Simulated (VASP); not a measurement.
Input of a VASP 6.6.1 run:

The input INCAR:

```
PREC     = Accurate       # precision mode
ENCUT    = 520            # plane-wave cutoff, eV
EDIFF    = 1E-7           # SCF threshold, eV
ISMEAR   = -1             # smearing method
SIGMA    = 0.02           # smearing width, eV
LREAL    = False          # projectors in reciprocal space
LASPH    = True           # aspherical terms in the spheres
NELM     = 80             # most SCF steps
ALGO     = Normal         # electronic algorithm
ISIF     = 2              # what is computed and relaxed
LWAVE    = False          # write WAVECAR
LCHARG   = False          # write CHGCAR
GGA      = PS             # functional
NBANDS   = 28             # bands
```

The input KPOINTS:

```
regular mesh
0
Gamma
  6 6 6
```

POSCAR

```
SrTiO3
1.0
    3.8911491779      0.0000000000      0.0000000000
    0.0000000000      3.8911491779      0.0000000000
    0.0000000000      0.0000000000      3.8911491779
Sr Ti O
1 1 3
Direct
    0.0000000000      0.0000000000      0.0000000000
    0.5000000000      0.5000000000      0.5000000000
    0.5000000000      0.5000000000      0.0000000000
    0.5000000000      0.0000000000      0.5000000000
    0.0000000000      0.5000000000      0.5000000000
```

Potentials or basis: VASP PAW PBE potentials, release 64 (Sr_sv, Ti_sv, O).

Run with:

```bash
$ cat potpaw_PBE.64/Sr_sv/POTCAR potpaw_PBE.64/Ti_sv/POTCAR potpaw_PBE.64/O/POTCAR > POTCAR
$ mpirun -np 1 vasp_std > vasp.out
```

(1) Estimate the pressure.

(2) Predict the band gap on the k mesh.

Answers

(1) 0.7 GPa.

(2) 1.82 eV (least direct gap 2.17 eV).

Caveat: the PAW data sets were made with another functional, which shifts forces and pressure a little.
